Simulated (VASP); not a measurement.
# SiN (Fm-3m) in VASP: notebook, part 2 of 2

VASP 6.6.1. Earlier steps stand in the parts before.

### Step 4. Relaxation of cell and atoms, PBE

This run uses another cell than the first one, of 11.14 Å³/atom, 1.149 times its volume.

INCAR

```
PREC     = Accurate       # precision mode
ENCUT    = 600            # plane-wave cutoff, eV
EDIFF    = 1E-7           # SCF threshold, eV
ISMEAR   = 0              # smearing method
SIGMA    = 0.1            # smearing width, eV
LREAL    = F              # projectors in reciprocal space
LASPH    = T              # aspherical terms in the spheres
NELM     = 60             # most SCF steps
ALGO     = Normal         # electronic algorithm
ISIF     = 3              # what is computed and relaxed
LWAVE    = F              # write WAVECAR
LCHARG   = F              # write CHGCAR
GGA      = PE             # functional
IBRION   = 2              # ionic algorithm
NSW      = 90             # ionic steps
EDIFFG   = -0.04          # ionic threshold
```

KPOINTS

```
Automatic mesh
0
Gamma
  6 6 6
```

POSCAR

```
SiN
1.0
    0.0000000000      2.2334539985      2.2334539985
    2.2334539985      0.0000000000      2.2334539985
    2.2334539985      2.2334539985      0.0000000000
Si N
1 1
Direct
    0.0000000000      0.0000000000      0.0000000000
    0.5000000000      0.5000000000      0.5000000000
```

Potentials or basis: VASP PAW PBE potentials, release 64 (Si, N).

Command:

```sh
$ cat potpaw_PBE.64/Si/POTCAR potpaw_PBE.64/N/POTCAR > POTCAR
$ mpirun -np 1 vasp_std > vasp.out
```

OUTCAR:

```text
PREC = Accurate
   ENCUT = 600
   EDIFF = 1E-7
   ISMEAR = 0
   LREAL = F
   LASPH = T
   NELM = 60
   ISIF = 3
   GGA = PE
   IBRION = 2
   NSW = 90
   EDIFFG = -0.04

 ion  position               nearest neighbor table
   1  0.000  0.000  0.000-   2 2.23   2 2.23   2 2.23   2 2.23   2 2.23   2 2.23
   2  0.500  0.500  0.500-   1 2.23   1 2.23   1 2.23   1 2.23   1 2.23   1 2.23

  LATTYP: Found a face centered cubic cell.
 ALAT       =     4.4669079970

  Lattice vectors:

 A1 = (   0.0000000000,   2.2334539985,   2.2334539985)
 A2 = (   2.2334539985,   0.0000000000,   2.2334539985)
 A3 = (   2.2334539985,   2.2334539985,   0.0000000000)

Analysis of symmetry for initial positions (statically):
=====================================================================
 Subroutine PRICEL returns:
 Original cell was already a primitive cell.

 Routine SETGRP: Setting up the symmetry group for a
 face centered cubic supercell.

 Subroutine GETGRP returns: Found 48 space group operations
 (whereof 48 operations were pure point group operations)
 out of a pool of 48 trial point group operations.

The static configuration has the point symmetry O_h .

Analysis of symmetry for dynamics (positions and initial velocities):
=====================================================================
 Subroutine PRICEL returns:
 Original cell was already a primitive cell.

 Routine SETGRP: Setting up the symmetry group for a
[... 136 lines left out ...]

--------------------------------------- Ionic step        1  -------------------------------------------

 number of electron       9.0000000 magnetization

 Free energy of the ion-electron system (eV)
  ---------------------------------------------------
  ext. energy  EPLUGINS =         0.00000000
  ---------------------------------------------------
  free energy    TOTEN  =       -12.59579712 eV

  energy without entropy =      -12.58560706  energy(sigma->0) =      -12.59070209

 E-fermi :   9.3510     XC(G=0): -11.3689

 val. band max:        9.2965387205   @ k =   0.1667   0.1667   0.0000
 cond. band min:       9.3581609237   @ k =   0.3333   0.1667   0.0000
 fundamental gap:      0.0616222032
 Fermi energy:         9.3510233888

 k-point     1 :       0.0000    0.0000    0.0000
  band No.  band energies     occupation
      1      -9.1031      2.00000
      2       6.3095      2.00000
      3       6.3095      2.00000
      4       6.3095      2.00000
      5       6.3466      2.00000
      6      17.0612      0.00000
      7      17.0612      0.00000
      8      17.0615      0.00000
[... 234 lines left out ...]
--------------------------------------- Ionic step        3  -------------------------------------------

 number of electron       9.0000000 magnetization

 Free energy of the ion-electron system (eV)
  ---------------------------------------------------
  ext. energy  EPLUGINS =         0.00000000
  ---------------------------------------------------
  free energy    TOTEN  =       -12.79499381 eV

  energy without entropy =      -12.78136923  energy(sigma->0) =      -12.78818152

 E-fermi :  11.8915     XC(G=0): -12.0027

 val. band max:       11.6133435779   @ k =   0.5000   0.3333   0.1667
 cond. band min:      11.9041549502   @ k =   0.5000   0.1667   0.0000
 fundamental gap:      0.2908113722
 Fermi energy:        11.8914748093

 k-point     1 :       0.0000    0.0000    0.0000
  band No.  band energies     occupation
      1      -8.6942      2.00000
      2       7.8170      2.00000
      3       7.8170      2.00000
      4       7.8170      2.00000
      5       9.5071      2.00000
      6      19.2438      0.00000
      7      19.2438      0.00000
      8      19.2438      0.00000
[... 192 lines left out ...]
  FREE ENERGIE OF THE ION-ELECTRON SYSTEM (eV)
  ---------------------------------------------------
  free  energy   TOTEN  =       -12.7949938144 eV

  energy  without entropy=      -12.7813692319  energy(sigma->0) =      -12.78818152

 reached required accuracy - stopping structural energy minimisation
```

Wall time 12 s (1 thread of Intel Xeon Platinum 8488C (Sapphire Rapids), shared host); peak memory 0.15 GiB.

Results:

| Quantity | Value |
| --- | --- |
| Free energy | -12.7950 eV |
| Relaxed volume | 9.69 Å³/atom |
| Relaxed cell | a = 3.015 Å, b = 3.015 Å, c = 3.015 Å, α = 60.00°, β = 60.00°, γ = 60.00° |
| Space group after relaxing (to 0.05 Å) | Fm-3m (No. 225) |
| Energy gained by relaxing | 99.6 meV/atom |
| Ionic steps | 3 |
| Pressure after relaxing | -0.1 GPa |

Step by step:
```
step  energy change (eV)  largest force (eV/Å)  pressure (GPa)  volume (Å³)
   1              0.0000                0.0000          -19.62        22.28
   2             -0.1504                0.0000           13.78        18.17
   3             -0.1992                0.0000           -0.15        19.38
```

Final structure:
```xyz
2
Lattice="0.0000 2.1321 2.1321 2.1321 0.0000 2.1321 2.1321 2.1321 0.0000" Properties=species:S:1:pos:R:3 pbc="T T T"
Si    0.0000    0.0000    0.0000
N     2.1321    2.1321    2.1321
```

Caveat: the k points lie up to 0.43 Å⁻¹ apart in the final cell.

### Step 5. Single point, PBE

This run uses another cell than the first one, of 9.65 Å³/atom, 0.995 times its volume.

INCAR

```
SYSTEM = SiN
PREC = Accurate
ENCUT = 520
EDIFF = 1E-6
ISMEAR = 0
SIGMA = 0.1
LREAL = .False.
LASPH = .True.
NELM = 60
ALGO = Normal
ISIF = 2
LWAVE = .False.
LCHARG = .False.
GGA = PE
NBANDS = 12
```

KPOINTS

```
Automatic mesh
0
Gamma
  22 22 22
  0 0 0
```

POSCAR

```
SiN
1.0
    0.0000000000      2.1286426829      2.1286426829
    2.1286426829      0.0000000000      2.1286426829
    2.1286426829      2.1286426829      0.0000000000
Si N
1 1
Direct
    0.0000000000      0.0000000000      0.0000000000
    0.5000000000      0.5000000000      0.5000000000
```

Command:

```sh
$ cat potpaw_PBE.64/Si/POTCAR potpaw_PBE.64/N/POTCAR > POTCAR
$ mpirun -np 1 vasp_std > vasp.out
```

Wall time 40 s (1 thread of Intel Xeon Platinum 8488C (Sapphire Rapids), shared host); peak memory 0.18 GiB.

It converged, with:

| Property | Result |
| --- | --- |
| Free energy | -12.8783 eV |
| Pressure | 0.0 GPa |

Levels at points of the mesh, in eV from the Fermi level:
| k point | band 3 | band 4 | band 5 | band 6 | band 7 | band 8 |
| --- | --- | --- | --- | --- | --- | --- |
| (0.00, 0.00, 0.00) | -4.06 | -4.06 | -2.31 | 7.39 | 7.39 | 7.39 |
| (0.50, 0.00, 0.00) | -4.64 | -4.64 | 0.28 | 3.13 | 3.13 | 4.31 |
| (0.50, 0.50, 0.00) | -6.78 | -6.78 | -4.58 | 1.62 | 7.54 | 8.62 |

### Step 6. Summary

| task | cell | k mesh | cutoff (eV) | gap on the mesh (eV) | pressure (GPa) |
| --- | --- | --- | --- | --- | --- |
| single point | a = 3.016 Å, angles 60.0°, 2 atoms | 6 × 6 × 6 | 520 | none | 0.0 |
| single point | a = 3.159 Å, angles 60.0°, 2 atoms | 8 × 8 × 8 | 520 | none | -20.5 |
| relaxation of cell and atoms | relaxed from a = 3.159 Å, angles 60.0°, 2 atoms | 6 × 6 × 6 | 600 | none | -0.1 |
| single point | a = 3.010 Å, angles 60.0°, 2 atoms | 22 × 22 × 22 | 520 | none | 0.0 |

Alike in all rows: level PBE; potentials or basis VASP PAW PBE potentials, release 64 (Si, N); no spin polarisation; smearing gaussian 0.1 eV.

Caveats: some runs use coarse meshes.

Total energies depend on the potentials used, so only differences within one code and one set of settings carry meaning.
